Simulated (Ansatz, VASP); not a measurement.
## Au in VASP and in Ansatz

```
CELL_PARAMETERS angstrom
-1.63241 1.63241 1.60755
1.63241 -1.63241 1.60755
1.63241 1.63241 -1.60755
ATOMIC_POSITIONS crystal
Au 0.00000 0.00000 0.00000
```

Change from the starting cell: strain -0.015 along x and y, -0.030 along z, atoms carried along.

Alike in both runs: task single point; functional r2SCAN; k mesh 20 × 20 × 20; occupations gaussian, width 0.15 eV; no spin polarisation.

|  | VASP | Ansatz |
| --- | --- | --- |
| version | VASP 6.6.1 | Ansatz 0.2.0 |
| potentials or method | VASP PAW PBE potentials, release 64 (Au), cutoff 520 eV | scalar-relativistic, plane waves, PAW |
| valence electrons in the cell | 11 | 19 |

|  | VASP | Ansatz | Ansatz less VASP |
| --- | --- | --- | --- |
| gap on the k mesh at the Fermi level (eV) | none | none | - |
| pressure (GPa) | 4.6 | 4.2 | -0.33 |

VASP's potentials were made for PBE, not for r2SCAN. A gap of «none» marks a metal or a gap that the smearing closes. With one functional, cell and mesh, what is left measures potentials, basis and numerics. VASP's potentials hold 11 valence electrons a cell and Ansatz's 19, so a difference there can come from the potentials and not from the codes.

Neither program's run includes spin-orbit coupling.
